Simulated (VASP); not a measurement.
# Li3Nb2O6 in VASP: notebook

Li3Nb2O6 is run at these levels: PBEsol; tasks: single point.

Everything below comes from runs of VASP 6.6.1. Logs are shortened: lines on timing, memory, paths and dates and some standing lists are left out, and cuts for length are marked.

## 1. The cell of the first run

The cell holds a slab with vacuum, 22 atoms: a = 5.195 Å, b = 5.195 Å, c = 25.119 Å, α = 90.00°, β = 90.00°, γ = 120.00°.

## 2. Single point, PBEsol

INCAR

```
ALGO = Normal
DIPOL = 0.5 0.5 0.500
EDIFF = 1E-6
ENCUT = 520
GGA = PS
IDIPOL = 3
ISIF = 2
ISMEAR = 0
LASPH = True
LCHARG = False
LDIPOL = True
LREAL = Auto
LWAVE = False
NBANDS = 88
NELM = 80
PREC = Accurate
SIGMA = 0.05
```

KPOINTS

```
k-points
0
Gamma
  6 6 1
```

POSCAR

```
Li3Nb2O6
1.0
    5.1951977330      0.0000000000      0.0000000000
   -2.5975988665      4.4991732145      0.0000000000
    0.0000000000      0.0000000000     25.1187403668
Li O Nb
6 12 4
Direct
    0.3333333333      0.6666666667      0.2985818513
    0.0000000000      0.0000000000      0.3250081364
    0.0000000000      0.0000000000      0.4867868574
    0.6666666667      0.3333333333      0.5132131426
    0.6666666667      0.3333333333      0.6749918636
    0.3333333333      0.6666666667      0.7014181487
    0.3621923835      0.3790052278      0.3619274348
    0.6209947722      0.9831871558      0.3619274348
    0.0168128442      0.6378076165      0.3619274348
    0.6378076165      0.6209947722      0.4498675591
    0.3790052278      0.0168128442      0.4498675591
    0.9831871558      0.3621923835      0.4498675591
    0.0288590502      0.7123385611      0.5501324409
    0.2876614389      0.3165204891      0.5501324409
    0.6834795109      0.9711409498      0.5501324409
    0.3044742831      0.9543281056      0.6380725652
    0.0456718944      0.3501461776      0.6380725652
    0.6498538224      0.6955257169      0.6380725652
    0.6666666667      0.3333333333      0.3933683848
    0.3333333333      0.6666666667      0.4184266090
    0.3333333333      0.6666666667      0.5815733910
    0.0000000000      0.0000000000      0.6066316152
```

Potentials or basis: VASP PAW PBE potentials, release 64 (Li_sv, O, Nb_sv).

Started as:

```sh
cat potpaw_PBE.64/Li_sv/POTCAR potpaw_PBE.64/O/POTCAR potpaw_PBE.64/Nb_sv/POTCAR > POTCAR
mpirun -np 1 vasp_std > vasp.out
```

OUTCAR:

```text
EDIFF = 1E-6
   ENCUT = 520
   GGA = PS
   ISIF = 2
   ISMEAR = 0
   LASPH = True
   LREAL = Auto
   NELM = 80
   PREC = Accurate

 ion  position               nearest neighbor table
   1  0.333  0.667  0.299-   9 2.24   7 2.24   8 2.24
   2  0.000  0.000  0.325-   9 2.14   7 2.14   8 2.14
   3  0.000  0.000  0.487-  12 2.14  10 2.14  11 2.14  15 2.24  13 2.24  14 2.24
   4  0.667  0.333  0.513-  15 2.14  13 2.14  14 2.14  12 2.24  10 2.24  11 2.24
   5  0.667  0.333  0.675-  17 2.14  16 2.14  18 2.14
   6  0.333  0.667  0.701-  18 2.24  16 2.24  17 2.24
   7  0.362  0.379  0.362-  19 1.89  20 2.12   2 2.14   1 2.24
   8  0.621  0.983  0.362-  19 1.89  20 2.12   2 2.14   1 2.24
   9  0.017  0.638  0.362-  19 1.89  20 2.12   2 2.14   1 2.24
  10  0.638  0.621  0.450-  20 1.89  19 2.12   3 2.14   4 2.24
  11  0.379  0.017  0.450-  20 1.89  19 2.12   3 2.14   4 2.24
  12  0.983  0.362  0.450-  20 1.89  19 2.12   3 2.14   4 2.24
  13  0.029  0.712  0.550-  21 1.89  22 2.12   4 2.14   3 2.24
  14  0.288  0.317  0.550-  21 1.89  22 2.12   4 2.14   3 2.24
  15  0.683  0.971  0.550-  21 1.89  22 2.12   4 2.14   3 2.24
  16  0.304  0.954  0.638-  22 1.89  21 2.12   5 2.14   6 2.24
  17  0.046  0.350  0.638-  22 1.89  21 2.12   5 2.14   6 2.24
  18  0.650  0.696  0.638-  22 1.89  21 2.12   5 2.14   6 2.24
  19  0.667  0.333  0.393-   8 1.89   9 1.89   7 1.89  12 2.12  10 2.12  11 2.12
  20  0.333  0.667  0.418-  11 1.89  12 1.89  10 1.89   9 2.12   7 2.12   8 2.12
  21  0.333  0.667  0.582-  13 1.89  15 1.89  14 1.89  18 2.12  16 2.12  17 2.12
  22  0.000  0.000  0.607-  16 1.89  18 1.89  17 1.89  15 2.12  13 2.12  14 2.12

  LATTYP: Found a hexagonal cell.
 ALAT       =     5.1951977330
 C/A-ratio  =     4.8349921712

  Lattice vectors:

 A1 = (   5.1951977330,   0.0000000000,   0.0000000000)
 A2 = (  -2.5975988665,   4.4991732145,   0.0000000000)
 A3 = (   0.0000000000,   0.0000000000,  25.1187403668)

Analysis of symmetry for initial positions (statically):
=====================================================================
 Subroutine PRICEL returns:
 Original cell was already a primitive cell.

 Routine SETGRP: Setting up the symmetry group for a
 hexagonal supercell.

 Subroutine GETGRP returns: Found  6 space group operations
 (whereof  3 operations were pure point group operations)
 out of a pool of 24 trial point group operations.

The static configuration has the point symmetry C_3 .
 The point group associated with its full space group is S_6 .

Analysis of symmetry for dynamics (positions and initial velocities):
=====================================================================
 Subroutine PRICEL returns:
 Original cell was already a primitive cell.

 Routine SETGRP: Setting up the symmetry group for a
 hexagonal supercell.

 Subroutine GETGRP returns: Found  6 space group operations
 (whereof  3 operations were pure point group operations)
 out of a pool of 24 trial point group operations.

The dynamic configuration has the point symmetry C_3 .
 The point group associated with its full space group is S_6 .

 Subroutine INISYM returns: Found  6 space group operations
 (whereof  3 operations are pure point group operations),
 and found     1 'primitive' translations

----------------------------------------------------------------------------------------

                                     Primitive cell

  volume of cell :     587.1278

  direct lattice vectors                    reciprocal lattice vectors
     5.195197733  0.000000000  0.000000000     0.192485455  0.111131529  0.000000000
    -2.597598866  4.499173214  0.000000000     0.000000000  0.222263059  0.000000000
     0.000000000  0.000000000 25.118740367     0.000000000  0.000000000  0.039810914

  length of vectors
     5.195197733  5.195197733 25.118740367     0.222263059  0.222263059  0.039810914

  position of ions in fractional coordinates (direct lattice)
     0.333333333  0.666666667  0.298581851
     0.000000000  0.000000000  0.325008136
     0.000000000  0.000000000  0.486786857
     0.666666667  0.333333333  0.513213143
     0.666666667  0.333333333  0.674991864
     0.333333333  0.666666667  0.701418149
[... 14 lines left out ...]
     0.333333333  0.666666667  0.581573391
     0.000000000  0.000000000  0.606631615

  ion indices of the primitive-cell ions
   primitive index   ion index
                 1           1
                 2           2
                 3           3
                 4           4
                 5           5
                 6           6
[... 14 lines left out ...]
                21          21
                22          22

----------------------------------------------------------------------------------------

 KPOINTS: k-points

Automatic generation of k-mesh.
 Grid dimensions read from file:
 generate k-points for:    6    6    1

 Generating k-lattice:

  Cartesian coordinates                     Fractional coordinates (reciprocal lattice)
     0.032080909  0.018521922  0.000000000     0.166666667  0.000000000  0.000000000
     0.000000000  0.037043843  0.000000000     0.000000000  0.166666667  0.000000000
     0.000000000  0.000000000  0.039810914     0.000000000  0.000000000  1.000000000

  Length of vectors
     0.037043843  0.037043843  0.039810914

  Shift w.r.t. Gamma in fractional coordinates (k-lattice)
     0.000000000  0.000000000  0.000000000

 Subroutine IBZKPT returns following result:
 ===========================================

 Found      8 irreducible k-points:

 Following reciprocal coordinates:
            Coordinates               Weight
  0.000000  0.000000  0.000000      1.000000
  0.166667 -0.000000  0.000000      6.000000
  0.333333 -0.000000  0.000000      6.000000
  0.500000  0.000000  0.000000      3.000000
  0.166667  0.166667  0.000000      6.000000
  0.333333  0.166667  0.000000      6.000000
 -0.333333  0.500000  0.000000      6.000000
  0.333333  0.333333  0.000000      2.000000
   k-points           NKPTS =      8   k-points in BZ     NKDIM =      8   number of bands    NBANDS=     88
   number of dos      NEDOS =    301   number of ions     NIONS =     22
   total plane-waves  NPLWV = 307200
   dimension x,y,z NGX =    40 NGY =   40 NGZ =  192
   dimension x,y,z NGXF=    80 NGYF=   80 NGZF=  384
   ions per type =               6  12   4
   NGX,Y,Z   is equivalent  to a cutoff of  12.80, 12.80, 12.71 a.u.
   NGXF,Y,Z  is equivalent  to a cutoff of  25.60, 25.60, 25.41 a.u.
 SYSTEM =  unknown system
   PREC   = accura    normal or accurate (medium, high low for compatibility)
   ISTART =      0    job   : 0-new  1-cont  2-samecut
   ICHARG =      2    charge: 1-file 2-atom 10-const
   ISPIN  =      1    spin polarized calculation?
   LNONCOLLINEAR =      F non collinear calculations
   LSORBIT =      F    spin-orbit coupling
   LASPH  =      T    aspherical Exc in radial PAW
   ENCUT  =  520.0 eV  38.22 Ry    6.18 a.u.   9.66  9.66 46.70*2*pi/ulx,y,z
   NELM   =     80;   NELMIN=  2; NELMDL= -5     # of ELM steps
   EDIFF  = 0.1E-05   stopping-criterion for ELM
   LREAL  =      T    real-space projection
   EDIFFG = 0.1E-04   stopping-criterion for IOM
   NSW    =      0    number of steps for IOM
   IBRION =     -1    ionic relax: 0-MD 1-quasi-New 2-CG
   NFREE  =      0    steps in history (QN), initial steepest desc. (CG)
   ISIF   =      2    stress and relaxation
   ISYM   =      2    0-nonsym 1-usesym 2-fastsym
   POTIM  = 0.5000    time-step for ionic-motion
   TEBEG  =    0.0;   TEEND  =   0.0 temperature during run
   PSTRESS=    0.0 pullay stress
   NELECT =     142.0000    total number of electrons
   NUPDOWN=      -1.0000    fix difference up-down
   EMIN   =  10.00;   EMAX   =-10.00  energy-range for DOS
   EFERMI =   0.00;   METHOD = LEGACY
   ISMEAR =     0;   SIGMA  =   0.05  broadening in eV -4-tet -1-fermi 0-gaus
   EFERMI_NEDOS =   21; number of points for ismear=-14 and -15
   IALGO  =     38    algorithm
   IMIX   =      4    mixing-type and parameters
     AMIX     =   0.40;   BMIX     =  1.00
     AMIX_MAG =   1.60;   BMIX_MAG =  1.00
  volume/ion in A,a.u.               =      26.69       180.10
  Fermi-wavevector in a.u.,A,eV,Ry     =   1.019984  1.927490 14.155060  1.040368
  Thomas-Fermi vector in A             =   2.153528
   LORBIT       =      0    0 simple, 1 ext, 2 COOP (PROOUT), +10 PAW based schemes
   GGA     = PS    functional components
   LHFCALC =     F    Hartree Fock is set to
   AEXX    =    0.0000 exact exchange contribution
   IVDW    =     0    specifies the selected vdW correction
   LEPSILON=     F    determine dielectric tensor
   LRPA    =     F    only Hartree local field effects (RPA)
 non-spin polarized calculation
 Gauss-broadening in eV      SIGMA  =   0.05
  energy-cutoff  :      520.00
  volume of cell :      587.13
 maximum number of plane-waves:     15885
 NGX is ok and might be reduce to    40
   NGX = 19   NGY = 19   NGZ = 93

 dipolmoment           0.000000      0.000000     -0.000000 electrons x Angstroem

 number of electron     141.9999993 magnetization

 dipolmoment           0.000000      0.000000      0.000004 electrons x Angstroem

 Free energy of the ion-electron system (eV)
  ---------------------------------------------------
  ext. energy  EPLUGINS =         0.00000000
  ---------------------------------------------------
  free energy    TOTEN  =      -168.37073618 eV

  energy without entropy =     -168.35033905  energy(sigma->0) =     -168.36053761

 E-fermi :   1.0310     XC(G=0):  -5.3716

 val. band max:        1.0203743626   @ k =   0.5000   0.0000   0.0000
 cond. band min:       1.0404843942   @ k =   0.3333  -0.0000   0.0000
 fundamental gap:      0.0201100316
 Fermi energy:         1.0310189834

 k-point     1 :       0.0000    0.0000    0.0000
  band No.  band energies     occupation
      1     -56.6853      2.00000
      2     -56.6852      2.00000
      3     -56.5581      2.00000
      4     -56.5577      2.00000
      5     -46.5386      2.00000
      6     -46.5386      2.00000
[... 677 lines left out ...]
     82       2.4448      0.00000
     83       2.5230      0.00000
 [bands above 83 left out]

------------------------ aborting loop because EDIFF is reached ----------------------------------------

 vacuum level on the upper side and lower side of the slab       (xc-potential included)        -0.209        -0.209

  FORCE on cell =-STRESS in cart. coord.  units (eV):
  Direction    XX          YY          ZZ          XY          YZ          ZX
  --------------------------------------------------------------------------------------
  -------------------------------------------------------------------------------------
  Total        1.6598561      1.6598561     -1.8735726      0.0000004     -0.0000000      0.0000000
  in kB        4.5294802      4.5294802     -5.1126781      0.0000010     -0.0000000      0.0000000
  external PRESSURE =       1.3154275 kB  Pullay stress =       0.0000000 kB

 VOLUME and BASIS-vectors are now :
 -----------------------------------------------------------------------------
  energy-cutoff  :      520.00
  volume of cell :      587.13
      direct lattice vectors                 reciprocal lattice vectors
     5.195197733  0.000000000  0.000000000     0.192485455  0.111131529  0.000000000
    -2.597598866  4.499173214  0.000000000     0.000000000  0.222263059  0.000000000
     0.000000000  0.000000000 25.118740367     0.000000000  0.000000000  0.039810914

 POSITION                                       TOTAL-FORCE (eV/Angst)
 -----------------------------------------------------------------------------------
     -0.00000      2.99945      7.50000        -0.000000     -0.000000      0.842258
      0.00000      0.00000      8.16379        -0.000000     -0.000000      0.900184
      0.00000      0.00000     12.22747        -0.000000     -0.000000      0.040820
      2.59760      1.49972     12.89127        -0.000000     -0.000000     -0.040820
      2.59760      1.49972     16.95495        -0.000000     -0.000000     -0.900184
     -0.00000      2.99945     17.61874        -0.000000     -0.000000     -0.842258
[... 14 lines left out ...]
     -0.00000      2.99945     14.60839        -0.000000     -0.000000     -0.548896
      0.00000      0.00000     15.23782        -0.000000     -0.000000     -1.365158
 -----------------------------------------------------------------------------------
    total drift:                                0.000002     -0.000001      0.000359

  FREE ENERGIE OF THE ION-ELECTRON SYSTEM (eV)
  ---------------------------------------------------
  free  energy   TOTEN  =      -168.3707361785 eV

  energy  without entropy=     -168.3503390496  energy(sigma->0) =     -168.36053761

 vacuum level on the upper side and lower side of the slab         4.224         4.224
```

Run time: 16 min. Hardware: 1 thread of Intel Xeon Platinum 8259CL at 2.50GHz (Skylake/Cascade Lake), shared host; peak memory 0.77 GiB.

Results:

* Free energy: -168.3707 eV
* Largest force: 1.365 eV/Å
* Band gap on the k mesh: zero (bands 71 and 72 overlap by 0.56 eV)

Forces on the atoms (eV/Å):
```
Li   0.000  0.000  0.842
Li   0.000  0.000  0.900
Li   0.000  0.000  0.041
Li   0.000  0.000 -0.041
Li   0.000  0.000 -0.900
Li   0.000  0.000 -0.842
O   -0.467 -0.166 -1.161
O    0.377 -0.321 -1.161
O    0.090  0.487 -1.161
O    0.114 -0.006 -0.051
O   -0.052  0.102 -0.051
O   -0.062 -0.096 -0.051
O   -0.114  0.006  0.051
O    0.052 -0.102  0.051
O    0.062  0.096  0.051
O    0.467  0.166  1.161
O   -0.377  0.321  1.161
O   -0.090 -0.487  1.161
Nb   0.000  0.000  1.365
Nb   0.000  0.000  0.549
Nb   0.000  0.000 -0.549
Nb   0.000  0.000 -1.365
```

Levels at points of the mesh, in eV from the Fermi level:
```tsv
k point	band 69	band 70	band 71	band 72	band 73	band 74
(0.00, 0.00, 0.00)	-4.22	-4.22	-0.52	-0.50	0.48	0.61
(0.50, 0.00, 0.00)	-4.17	-4.09	-0.02	-0.01	0.19	0.36
```

Caveat: the cutoff is under 1.25 times the usual one of these potentials, so pressure, stress and relaxed cells hold a basis-set (Pulay) error; the PAW data sets were made with another functional, which shifts forces and pressure a little.

[end of part 1 of 2]
